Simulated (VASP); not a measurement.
Input of a VASP 6.6.1 run:

Contents of INCAR:

```
PREC     = Accurate       # precision mode
ENCUT    = 520            # plane-wave cutoff, eV
EDIFF    = 1E-6           # SCF threshold, eV
ISMEAR   = 0              # smearing method
SIGMA    = 0.05           # smearing width, eV
LREAL    = F              # projectors in reciprocal space
LASPH    = T              # aspherical terms in the spheres
NELM     = 100            # most SCF steps
ALGO     = Normal         # electronic algorithm
ISIF     = 2              # what is computed and relaxed
LWAVE    = F              # write WAVECAR
LCHARG   = F              # write CHGCAR
NBANDS   = 22             # bands
```

Contents of KPOINTS:

```
Automatic mesh
0
Gamma
  6 6 4
```

Contents of POSCAR:

```
NaI
1.0
    4.6222093067      0.0000000000      0.0000000000
    0.0000000000      4.2697016003      0.0000000000
    0.0000000000      0.0000000000      7.7983840000
Na I
2 2
Direct
    0.2678506640      0.5000000000      0.2589676159
    0.7678506640      0.5000000000      0.7089056159
    0.2500000000      0.0000000000      0.7424270000
    0.7500000000      0.0000000000      0.2575730000
```

Potentials or basis: VASP PAW LDA potentials, release 64 (Na_pv, I).

The run is started by

```bash
$ cat potpaw_LDA.64/Na_pv/POTCAR potpaw_LDA.64/I/POTCAR > POTCAR
$ mpirun -np 1 vasp_std > vasp.out
```

Q: Predict the largest force.

A: 0.116 eV/Å.

Q: What does it give for the band gap on the k mesh?

A: 2.47 eV, indirect (least direct gap 2.69 eV).

Q: What does it give for the pressure?

A: -1.4 GPa.

Stress tensor (GPa, compression positive):
```
-1.72  0.00  0.01
 0.00 -1.67  0.00
 0.01  0.00 -0.91
```

Caveat: the cell differs from its parent crystal (all Na atoms moved -0.150 Å, as atom 1 towards its neighbour atom 2 (Na) at 4.202 Å); spin-orbit coupling is left out, which moves the levels of the heavy elements. A k mesh can miss the band edges.
